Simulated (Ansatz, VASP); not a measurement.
MgPb2N2: VASP beside Ansatz

The input INCAR:

```
SYSTEM = MgPb2N2
PREC = Accurate ; ENCUT = 520
EDIFF = 1E-7 ; ISMEAR = 0
SIGMA = 0.05 ; LREAL = .FALSE.
LASPH = .TRUE. ; NELM = 100
ALGO = Normal ; ISIF = 2
LWAVE = .FALSE. ; LCHARG = .FALSE.
GGA = CA ; NBANDS = 28
```

The input KPOINTS:

```
Automatic mesh
0
G
  12 12 4
  0 0 0
```

POSCAR

```
MgPb2N2
1.0
    3.6536456950      0.0000000000      0.0000000000
   -1.8268228475      3.1641499883      0.0000000000
    0.0000000000      0.0000000000      7.9584472988
Mg Pb N
1 2 2
Direct
    0.0000000000      0.0000000000      0.0000000000
    0.6666666667      0.3333333333      0.2865500000
    0.3333333333      0.6666666667      0.7134500000
    0.6666666667      0.3333333333      0.8618210000
    0.3333333333      0.6666666667      0.1381790000
```

Input for Ansatz:

```yaml
crystal:
  lattice:
    - [3.653645695, 0.0, 0.0]
    - [-1.8268228475, 3.1641499883, 0.0]
    - [0.0, 0.0, 7.9584472988]
  atoms:
    - { symbol: Mg, position: [0.0, 0.0, 0.0] }
    - { symbol: Pb, position: [0.6666666667, 0.3333333333, 0.28655] }
    - { symbol: Pb, position: [0.3333333333, 0.6666666667, 0.71345] }
    - { symbol: "N", position: [0.6666666667, 0.3333333333, 0.861821] }
    - { symbol: "N", position: [0.3333333333, 0.6666666667, 0.138179] }
basis:
  ecutwfc: 420
kpoints:
  mp_grid: { grid: [12, 12, 4] }
hamiltonian:
  xc: lda
scf:
  occupations: { method: gaussian, width: 0.05 }
output:
  forces: true
  stress: true
  eigenvalues: true
```

Alike in both runs: task single point; functional LDA; k mesh 12 × 12 × 4; occupations gaussian, width 0.05 eV; no spin polarisation.

|  | VASP | Ansatz |
| --- | --- | --- |
| version | VASP 6.6.1 | Ansatz 0.2.0 |
| potentials or method | VASP PAW LDA potentials, release 64 (Mg, Pb_d, N), cutoff 520 eV | scalar-relativistic, plane waves, PAW |
| valence electrons in the cell | 40 | 48 |

```csv
,VASP,Ansatz,Ansatz less VASP
gap on the k mesh at the Fermi level (eV),none,none,-
pressure (GPa),-6.5,-6.3,+0.18
"traceless stress, the component that is largest in VASP (GPa)",11.07,11.03,-0.037
rms of the force components (eV/Å),0.315,0.307,-0.0086
```

LDA's correlation is that of Perdew and Zunger in VASP and of Perdew and Wang (1992) in Ansatz. Atom by atom the forces differ by 0.018 eV/Å (rms over components). A gap of «none» marks a metal or a gap that the smearing closes. VASP's potentials hold 40 valence electrons a cell and Ansatz's 48, so a difference there can come from the potentials and not from the codes.

Spin-orbit coupling is off throughout.
